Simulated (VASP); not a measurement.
Runs of VASP 6.6.1 on Ca2SeO. The structure is tetragonal, space group P4/mmm (No. 123). The conventional cell has a = 3.883 Å, b = 3.883 Å, c = 5.494 Å, α = 90.00°, β = 90.00°, γ = 90.00°. O (site symmetry 4/mmm) has 6 Ca at 2.75 Å within 3.6 Å. Within 3.6 Å of Ca (site symmetry 4/mmm) lie 4 Se at 2.75 Å and 2 O at 2.75 Å. Within 3.6 Å of Ca (site symmetry 4/mmm) lie 4 O at 2.75 Å and 2 Se at 2.75 Å. Within 3.6 Å of Se (site symmetry 4/mmm) lie 6 Ca at 2.75 Å. 

```tsv
level	k mesh	grid for exact exchange (PRECFOCK)	screening parameter	gap on the mesh (eV)	pressure (GPa)
HSE06	4 × 4 × 2	Normal	0.2079 1/Å	3.23	0.6
PBE	6 × 6 × 4	-	-	(a)	1.3
r2SCAN	4 × 4 × 2	-	-	(b)	0.6
PBE	4 × 4 × 2	-	-	2.04	1.5
```

Alike in all rows: task single point; potentials or basis VASP PAW PBE potentials, release 64 (O, Ca_sv, Se); no spin polarisation; cell as given; cutoff (eV) 520; smearing gaussian 0.01 eV.

Question: Fill in the values left out.

Answer: (a) 2.05; (b) 2.51.

Caveats: some runs use coarse meshes; the PAW data sets were made with another functional, which shifts forces and pressure a little (some runs).

A k mesh can miss the band edges, and the runs leave out spin-orbit coupling on Se.
